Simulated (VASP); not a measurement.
SnSe:

```xyz
8
Lattice="11.7393 0.0000 0.0000 0.0000 4.1295 0.0000 0.0000 0.0000 4.5474" Properties=species:S:1:pos:R:3 pbc="T T T"
Sn    7.2875    3.0971    1.7700
Sn   10.3214    1.0324    4.0437
Sn    4.4517    1.0324    2.7775
Sn    1.4179    3.0971    0.5037
Se    1.7380    1.0324    2.3283
Se    7.6076    1.0324    4.4928
Se    4.1317    3.0971    0.0546
Se   10.0013    3.0971    2.2191
```

This cell differs from its parent crystal: uniaxial z strain -3.0%.

Base run:

| Quantity | Value |
| --- | --- |
| Program | VASP 6.6.1 |
| Functional | r2SCAN |
| Potentials or basis | VASP PAW PBE potentials, release 64 (Sn_d, Se) |
| Cutoff | 550 eV |
| k mesh | 2 × 6 × 6 |
| Occupations | gaussian, width 0.01 eV |
| Spin | no spin polarisation |

Its results: band gap on the k mesh 0.95 eV (least direct gap 1.22 eV); pressure 0.8 GPa; largest force 0.019 eV/Å.

**Question.** The run is repeated on the same cell with these changes: functional from r2SCAN to PBE; cutoff from 550 eV to 520 eV; occupations from gaussian, width 0.01 eV to fermi-dirac, width 0.02 eV. What comes out?

**Answer.** Band gap on the k mesh 0.66 eV (least direct gap 0.91 eV); pressure 1.9 GPa; largest force 0.248 eV/Å.

Caveats: spin-orbit coupling is left out, which moves the levels of the heavy elements; the PAW data sets were made with another functional, which shifts forces and pressure a little (at least some runs); semilocal functionals underestimate gaps, and a narrow one can read as zero (at least some runs).

A k mesh can miss the band edges.
